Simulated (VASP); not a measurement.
# Rb (Im-3m) in VASP: further runs

Runs on Rb. Level: LDA. Tasks: single point, relaxation of cell and atoms.

Program: VASP 6.6.1. These are calculated values, not measurements. Logs are shortened: lines on timing, memory, paths and dates and some standing lists are left out, and cuts for length are marked.

## (1) The cell of the first run

Symmetry: Im-3m, No. 229, cubic system. Conventional cell: a = 5.372 Å, b = 5.372 Å, c = 5.372 Å, α = 90.00°, β = 90.00°, γ = 90.00°.

## (2) Single point, LDA

INCAR

```
SYSTEM = Rb
PREC = Accurate
ENCUT = 520
EDIFF = 1E-6
ISMEAR = -1
SIGMA = 0.1
LREAL = .FALSE.
LASPH = .TRUE.
NELM = 80
ALGO = Normal
ISIF = 2
LWAVE = .FALSE.
LCHARG = .FALSE.
NBANDS = 10
```

KPOINTS

```
Automatic mesh
0
G
  5 5 5
  0 0 0
```

POSCAR

```
Rb
1.0
   -2.6859347256      2.6859347256      2.6859347256
    2.6859347256     -2.6859347256      2.6859347256
    2.6859347256      2.6859347256     -2.6859347256
Rb
1
Direct
    0.0000000000      0.0000000000      0.0000000000
```

Potentials or basis: VASP PAW LDA potentials, release 64 (Rb_sv).

Command:

```
> cat potpaw_LDA.64/Rb_sv/POTCAR > POTCAR
> mpirun -np 1 vasp_std > vasp.out
```

OUTCAR:

```text
SYSTEM = Rb
   PREC = Accurate
   ENCUT = 520
   EDIFF = 1E-6
   ISMEAR = -1
   LREAL = .FALSE.
   LASPH = .TRUE.
   NELM = 80
   ISIF = 2

 ion  position               nearest neighbor table
   1  0.000  0.000  0.000-

  LATTYP: Found a body centered cubic cell.
 ALAT       =     5.3718694512

  Lattice vectors:

 A1 = (  -2.6859347256,   2.6859347256,   2.6859347256)
 A2 = (   2.6859347256,  -2.6859347256,   2.6859347256)
 A3 = (   2.6859347256,   2.6859347256,  -2.6859347256)

Analysis of symmetry for initial positions (statically):
=====================================================================
 Subroutine PRICEL returns:
 Original cell was already a primitive cell.

 Routine SETGRP: Setting up the symmetry group for a
 body centered cubic supercell.

 Subroutine GETGRP returns: Found 48 space group operations
 (whereof 48 operations were pure point group operations)
 out of a pool of 48 trial point group operations.

The static configuration has the point symmetry O_h .

Analysis of symmetry for dynamics (positions and initial velocities):
=====================================================================
 Subroutine PRICEL returns:
 Original cell was already a primitive cell.

 Routine SETGRP: Setting up the symmetry group for a
 body centered cubic supercell.

 Subroutine GETGRP returns: Found 48 space group operations
 (whereof 48 operations were pure point group operations)
 out of a pool of 48 trial point group operations.

The dynamic configuration has the point symmetry O_h .

 Subroutine INISYM returns: Found 48 space group operations
 (whereof 48 operations are pure point group operations),
 and found     1 'primitive' translations

----------------------------------------------------------------------------------------

                                     Primitive cell

  volume of cell :      77.5080

  direct lattice vectors                    reciprocal lattice vectors
    -2.685934726  2.685934726  2.685934726     0.000000000  0.186154933  0.186154933
     2.685934726 -2.685934726  2.685934726     0.186154933  0.000000000  0.186154933
     2.685934726  2.685934726 -2.685934726     0.186154933  0.186154933  0.000000000

  length of vectors
     4.652175411  4.652175411  4.652175411     0.263262832  0.263262832  0.263262832

  position of ions in fractional coordinates (direct lattice)
     0.000000000  0.000000000  0.000000000

  ion indices of the primitive-cell ions
   primitive index   ion index
                 1           1

----------------------------------------------------------------------------------------

 KPOINTS: Automatic mesh

Automatic generation of k-mesh.
 Grid dimensions read from file:
 generate k-points for:    5    5    5

 Generating k-lattice:

  Cartesian coordinates                     Fractional coordinates (reciprocal lattice)
     0.000000000  0.037230987  0.037230987     0.200000000  0.000000000  0.000000000
     0.037230987  0.000000000  0.037230987     0.000000000  0.200000000  0.000000000
     0.037230987  0.037230987  0.000000000     0.000000000  0.000000000  0.200000000

  Length of vectors
     0.052652566  0.052652566  0.052652566

  Shift w.r.t. Gamma in fractional coordinates (k-lattice)
     0.000000000  0.000000000  0.000000000

 Subroutine IBZKPT returns following result:
 ===========================================

 Found     10 irreducible k-points:

 Following reciprocal coordinates:
            Coordinates               Weight
  0.000000  0.000000  0.000000      1.000000
  0.200000  0.000000  0.000000     12.000000
  0.400000  0.000000  0.000000     12.000000
  0.200000  0.200000  0.000000     24.000000
  0.400000  0.200000 -0.000000     24.000000
  0.200000  0.200000  0.200000      8.000000
 -0.200000  0.200000  0.200000      6.000000
 -0.400000  0.400000  0.200000     24.000000
 -0.400000 -0.400000  0.200000      8.000000
 -0.400000  0.400000  0.400000      6.000000
   k-points           NKPTS =     10   k-points in BZ     NKDIM =     10   number of bands    NBANDS=     10
   number of dos      NEDOS =    301   number of ions     NIONS =      1
   total plane-waves  NPLWV =  46656
   dimension x,y,z NGX =    36 NGY =   36 NGZ =   36
   dimension x,y,z NGXF=    72 NGYF=   72 NGZF=   72
   ions per type =               1
   NGX,Y,Z   is equivalent  to a cutoff of  12.86, 12.86, 12.86 a.u.
   NGXF,Y,Z  is equivalent  to a cutoff of  25.73, 25.73, 25.73 a.u.
 SYSTEM =  Rb
   PREC   = accura    normal or accurate (medium, high low for compatibility)
   ISTART =      0    job   : 0-new  1-cont  2-samecut
   ICHARG =      2    charge: 1-file 2-atom 10-const
   ISPIN  =      1    spin polarized calculation?
   LNONCOLLINEAR =      F non collinear calculations
   LSORBIT =      F    spin-orbit coupling
   LASPH  =      T    aspherical Exc in radial PAW
   ENCUT  =  520.0 eV  38.22 Ry    6.18 a.u.   8.65  8.65  8.65*2*pi/ulx,y,z
   NELM   =     80;   NELMIN=  2; NELMDL= -5     # of ELM steps
   EDIFF  = 0.1E-05   stopping-criterion for ELM
   LREAL  =      F    real-space projection
   EDIFFG = 0.1E-04   stopping-criterion for IOM
   NSW    =      0    number of steps for IOM
   IBRION =     -1    ionic relax: 0-MD 1-quasi-New 2-CG
   NFREE  =      0    steps in history (QN), initial steepest desc. (CG)
   ISIF   =      2    stress and relaxation
   ISYM   =      2    0-nonsym 1-usesym 2-fastsym
   POTIM  = 0.5000    time-step for ionic-motion
   TEBEG  =    0.0;   TEEND  =   0.0 temperature during run
   PSTRESS=    0.0 pullay stress
   NELECT =       9.0000    total number of electrons
   NUPDOWN=      -1.0000    fix difference up-down
   EMIN   =  10.00;   EMAX   =-10.00  energy-range for DOS
   EFERMI =   0.00;   METHOD = LEGACY
   ISMEAR =    -1;   SIGMA  =   0.10  broadening in eV -4-tet -1-fermi 0-gaus
   EFERMI_NEDOS =   21; number of points for ismear=-14 and -15
   IALGO  =     38    algorithm
   IMIX   =      4    mixing-type and parameters
     AMIX     =   0.40;   BMIX     =  1.00
     AMIX_MAG =   1.60;   BMIX_MAG =  1.00
  volume/ion in A,a.u.               =      77.51       523.05
  Fermi-wavevector in a.u.,A,eV,Ry     =   0.798681  1.509289  8.679046  0.637892
  Thomas-Fermi vector in A             =   1.905639
   LORBIT       =      0    0 simple, 1 ext, 2 COOP (PROOUT), +10 PAW based schemes
   GGA     = CA    functional components
   LHFCALC =     F    Hartree Fock is set to
   AEXX    =    0.0000 exact exchange contribution
   IVDW    =     0    specifies the selected vdW correction
   LEPSILON=     F    determine dielectric tensor
   LRPA    =     F    only Hartree local field effects (RPA)
 non-spin polarized calculation
  energy-cutoff  :      520.00
  volume of cell :       77.51
 maximum number of plane-waves:      2100
   NGX = 17   NGY = 17   NGZ = 17

 number of electron       9.0000000 magnetization

 Free energy of the ion-electron system (eV)
  ---------------------------------------------------
  ext. energy  EPLUGINS =         0.00000000
  ---------------------------------------------------
  free energy    TOTEN  =        -1.08305327 eV

  energy without entropy =       -1.05504733  energy(sigma->0) =       -1.06905030

 E-fermi :   0.1889     XC(G=0):  -6.1025

 val. band max:       -0.1782209123   @ k =   0.4000   0.0000   0.0000
 cond. band min:       0.2645458111   @ k =  -0.4000   0.4000   0.2000
 fundamental gap:      0.4427667234
 Fermi energy:         0.1889025056

 k-point     1 :       0.0000    0.0000    0.0000
  band No.  band energies     occupation
      1     -28.5536      2.00000
      2     -12.6317      2.00000
      3     -12.6317      2.00000
      4     -12.6317      2.00000
      5      -2.0404      2.00000
      6       3.8839      0.00000
      7       3.8839      0.00000
      8       3.8839      0.00000
      9       4.9826      0.00000
     10       4.9826      0.00000

 k-point     2 :       0.2000    0.0000    0.0000
  band No.  band energies     occupation
      1     -28.5504      2.00000
      2     -12.6922      2.00000
      3     -12.6510      2.00000
      4     -12.6319      2.00000
      5      -1.5043      2.00000
      6       3.0683      0.00000
      7       3.3555      0.00000
      8       4.4094      0.00000
      9       4.7099      0.00000
     10       4.9078      0.00000

 k-point     3 :       0.4000    0.0000    0.0000
  band No.  band energies     occupation
      1     -28.5451      2.00000
      2     -12.7865      2.00000
      3     -12.6819      2.00000
      4     -12.6322      2.00000
      5      -0.1782      1.95037
      6       1.6059      0.00000
      7       2.7861      0.00000
      8       4.7759      0.00000
      9       5.2607      0.00000
     10       5.8862      0.00000

 k-point     4 :       0.2000    0.2000    0.0000
  band No.  band energies     occupation
      1     -28.5461      2.00000
      2     -12.7550      2.00000
      3     -12.6776      2.00000
      4     -12.6449      2.00000
      5      -0.5446      1.99870
      6       2.2140      0.00000
      7       2.6325      0.00000
      8       4.6208      0.00000
      9       4.9944      0.00000
     10       5.5261      0.00000

 k-point     5 :       0.4000    0.2000   -0.0000
  band No.  band energies     occupation
      1     -28.5435      2.00000
      2     -12.7810      2.00000
      3     -12.7102      2.00000
      4     -12.6485      2.00000
      5       0.7491      0.00735
      6       1.2019      0.00008
      7       2.2269      0.00000
      8       4.3920      0.00000
      9       5.4455      0.00000
     10       5.4812      0.00000

 k-point     6 :       0.2000    0.2000    0.2000
  band No.  band energies     occupation
      1     -28.5441      2.00000
      2     -12.7589      2.00000
      3     -12.6876      2.00000
      4     -12.6876      2.00000
      5       0.6826      0.01425
      6       1.8035      0.00000
      7       1.8035      0.00000
      8       3.8143      0.00000
      9       5.6356      0.00000
     10       5.6356      0.00000

 k-point     7 :      -0.2000    0.2000    0.2000
  band No.  band energies     occupation
      1     -28.5474      2.00000
      2     -12.7006      2.00000
      3     -12.6714      2.00000
      4     -12.6714      2.00000
      5      -0.9996      1.99999
      6       2.9988      0.00000
      7       3.3836      0.00000
      8       3.3836      0.00000
      9       4.5318      0.00000
     10       5.5339      0.00000

 k-point     8 :      -0.4000    0.4000    0.2000
  band No.  band energies     occupation
      1     -28.5426      2.00000
      2     -12.7715      2.00000
      3     -12.7040      2.00000
      4     -12.6752      2.00000
      5       0.2645      0.63884
      6       1.7014      0.00000
      7       3.1108      0.00000
      8       3.3644      0.00000
      9       4.8331      0.00000
     10       5.7936      0.00000

 k-point     9 :      -0.4000   -0.4000    0.2000
  band No.  band energies     occupation
      1     -28.5403      2.00000
      2     -12.7554      2.00000
      3     -12.7554      2.00000
      4     -12.6846      2.00000
      5       1.3397      0.00002
      6       1.3397      0.00002
      7       2.0241      0.00000
      8       4.3439      0.00000
      9       4.3439      0.00000
     10       5.5711      0.00000

 k-point    10 :      -0.4000    0.4000    0.4000
  band No.  band energies     occupation
      1     -28.5384      2.00000
      2     -12.7503      2.00000
      3     -12.7394      2.00000
      4     -12.7394      2.00000
      5       1.0624      0.00032
      6       1.5060      0.00000
      7       3.5193      0.00000
      8       3.6418      0.00000
      9       3.6418      0.00000
     10       6.0828      0.00000

------------------------ aborting loop because EDIFF is reached ----------------------------------------

  FORCE on cell =-STRESS in cart. coord.  units (eV):
  Direction    XX          YY          ZZ          XY          YZ          ZX
  --------------------------------------------------------------------------------------
  -------------------------------------------------------------------------------------
  Total       -0.0106105     -0.0106105     -0.0106105      0.0000000     -0.0000000      0.0000000
  in kB       -0.2193303     -0.2193303     -0.2193303      0.0000000     -0.0000000      0.0000000
  external PRESSURE =      -0.2193303 kB  Pullay stress =       0.0000000 kB

 VOLUME and BASIS-vectors are now :
 -----------------------------------------------------------------------------
  energy-cutoff  :      520.00
  volume of cell :       77.51
      direct lattice vectors                 reciprocal lattice vectors
    -2.685934726  2.685934726  2.685934726     0.000000000  0.186154933  0.186154933
     2.685934726 -2.685934726  2.685934726     0.186154933  0.000000000  0.186154933
     2.685934726  2.685934726 -2.685934726     0.186154933  0.186154933  0.000000000

 POSITION                                       TOTAL-FORCE (eV/Angst)
 -----------------------------------------------------------------------------------
      0.00000      0.00000      0.00000         0.000000      0.000000     -0.000000
 -----------------------------------------------------------------------------------
    total drift:                               -0.000000     -0.000000      0.000000

  FREE ENERGIE OF THE ION-ELECTRON SYSTEM (eV)
  ---------------------------------------------------
  free  energy   TOTEN  =        -1.0830532675 eV

  energy  without entropy=       -1.0550473290  energy(sigma->0) =       -1.06905030
```

Run time: 12 s. Hardware: 1 thread of AMD EPYC 7R13, shared host; peak memory 0.13 GiB.

Results:

```
Free energy            : -1.0831 eV
Pressure               : 0.0 GPa
Band gap on the k mesh : zero (an odd number of electrons rules out a gap without spin polarisation)
```

## (3) Relaxation of cell and atoms, LDA

This run uses another cell than the first one, of 88.04 Å³/atom.

INCAR

```
  PREC = Accurate
  ENCUT = 600
  EDIFF = 1E-6
  ISMEAR = -1
  SIGMA = 0.1
  LREAL = False
  LASPH = True
  NELM = 60
  ALGO = Normal
  ISIF = 3
  LWAVE = False
  LCHARG = False
  IBRION = 2
  NSW = 80
  EDIFFG = -0.03
```

KPOINTS

```
regular mesh
0
Gamma
  5 5 5
```

POSCAR

```
Rb
1.0
   -2.8025000000      2.8025000000      2.8025000000
    2.8025000000     -2.8025000000      2.8025000000
    2.8025000000      2.8025000000     -2.8025000000
Rb
1
Direct
    0.0000000000      0.0000000000      0.0000000000
```

Potentials or basis: VASP PAW LDA potentials, release 64 (Rb_sv).

Command:

```
> cat potpaw_LDA.64/Rb_sv/POTCAR > POTCAR
> mpirun -np 1 vasp_std > vasp.out
```

It took 56 s on 1 thread of AMD EPYC 7R13, shared host; peak memory 0.16 GiB.

Results (log left out):

* Free energy: -1.0832 eV
* Relaxed volume: 77.36 Å³/atom
* Relaxed cell: a = 4.649 Å, b = 4.649 Å, c = 4.649 Å, α = 109.47°, β = 109.47°, γ = 109.47°
* Space group after relaxing (to 0.1 Å): Im-3m (No. 229)
* Energy gained by relaxing: 14.0 meV/atom
* Ionic steps: 5
* Pressure after relaxing: 0.0 GPa
* Band gap on the k mesh: zero (an odd number of electrons rules out a gap without spin polarisation)

The path:
| step | energy change (eV) | largest force (eV/Å) | pressure (GPa) | volume (Å³) |
| --- | --- | --- | --- | --- |
| 1 | 0.0000 | 0.0000 | -0.37 | 88.04 |
| 2 | -0.0053 | 0.0000 | -0.30 | 85.50 |
| 3 | -0.0129 | 0.0000 | -0.12 | 79.89 |
| 4 | -0.0040 | 0.0000 | 0.46 | 69.41 |
| 5 | -0.0140 | 0.0000 | -0.01 | 77.36 |

Final structure:
```
Rb
1.0
    -2.68418    2.68418    2.68418
     2.68418   -2.68418    2.68418
     2.68418    2.68418   -2.68418
Rb
1
Direct
  0.00000 0.00000 0.00000
```

Levels at points of the mesh, in eV from the Fermi level:
```tsv
k point	band 1	band 2	band 3	band 4	band 5	band 6	band 7	band 8
(0.00, 0.00, 0.00)	-28.74	-12.82	-12.82	-12.82	-2.23	3.70	3.70	3.70
```

LDA usually gives volumes a few per cent too small. Zero-point motion and thermal expansion aren't in these numbers.
